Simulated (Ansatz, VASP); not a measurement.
Two plane-wave programs on CuO

```xyz
8
Lattice="2.3418 -1.7113 0.0000 -1.4918 -1.7113 -5.0579 2.3418 5.1339 0.0000" Properties=species:S:1:pos:R:3 pbc="T T T"
Cu    0.0059   -0.6953   -4.8382
Cu    3.1860    2.4066   -0.2196
Cu    1.5778    2.0647   -2.6395
Cu    1.6140   -0.3534   -2.4183
O    -0.0539   -1.8744   -3.5775
O     1.3289    1.3158   -4.0093
O     0.1793   -0.6038   -1.7610
O     2.5875   -0.5489   -0.7679
```

Alike in both runs: functional PBEsol; k mesh 9 × 5 × 5; occupations fermi-dirac, width 0.05 eV; no spin polarisation; Hubbard terms Cu d U = 5.3 eV.

```csv
,VASP,Ansatz
version,VASP 6.6.1,Ansatz 0.2.0
potentials or method,"VASP PAW PBE potentials, release 64 (Cu, O)",Ansatz PAW
plane-wave cutoff (eV),520,420
valence electrons in the cell,68,100
task,single point,band structure
```

```tsv
	VASP	Ansatz	Ansatz less VASP
gap on the k mesh at the Fermi level (eV)	none	none	-
rms of the force components (eV/Å)	4.122	5.010	+0.8883
```

VASP's potentials were made for PBE, not for PBEsol. The programs project onto different local orbitals, so the same U acts differently, and such runs can settle in different states. Atom by atom the forces differ by 0.926 eV/Å (rms over components). A gap of «none» marks a metal or a gap that the smearing closes. VASP's potentials hold 68 valence electrons a cell and Ansatz's 100, so a difference there can come from the potentials and not from the codes.
